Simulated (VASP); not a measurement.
Hf2C:

```xyz
3
Lattice="3.0335 0.0000 0.0000 0.0000 3.0335 0.0000 0.0000 0.0000 5.9622" Properties=species:S:1:pos:R:3 pbc="T T T"
Hf    0.0000    0.0000    4.8806
Hf    0.0000    0.0000    1.0816
C     0.0000    0.0000    2.9811
```

| Item | Value |
| --- | --- |
| Program | VASP 6.6.1 |
| Task | relaxation of cell and atoms |
| Functional | PBE |
| Potentials or basis | VASP PAW PBE potentials, release 64 (Hf_pv, C) |
| Cutoff | 600 eV |
| k mesh | 6 × 6 × 4 |
| Occupations | gaussian, width 0.1 eV |
| Spin | no spin polarisation |

At the start: pressure 35.9 GPa; volume 18.29 Å³/atom.

Problem. Where does the relaxation end?

Solution. Over 12 steps the energy falls by 976.8 meV/atom and the volume is 21.00 Å³/atom (+14.8 %); space group P4/mmm (No. 123, to 0.05 Å).

The path:
```tsv
step	energy change (eV)	largest force (eV/Å)	pressure (GPa)	volume (Å³)
1	0.0000	5.6334	35.90	54.87
2	-0.5009	2.1684	-16.24	88.83
3	-2.7746	0.9624	-6.56	68.91
4	-2.7983	0.8845	-5.43	68.02
5	-2.8113	0.7647	-3.62	66.69
6	-2.8875	0.2322	1.84	62.82
7	-2.8880	0.1520	1.37	63.10
8	-2.9289	0.0778	0.39	62.37
9	-2.9294	0.0526	0.45	62.44
10	-2.9302	0.0810	-0.09	62.90
11	-2.9302	0.0807	-0.10	62.92
12	-2.9305	0.0128	0.01	62.99
```

Final structure:
```xyz
3
Lattice="2.9359 0.0000 0.0000 0.0000 2.9359 0.0000 0.0000 0.0000 7.3079" Properties=species:S:1:pos:R:3 pbc="T T T"
Hf    0.0000    0.0000    5.7408
Hf    0.0000    0.0000    1.5671
C     0.0000    0.0000    3.6540
```
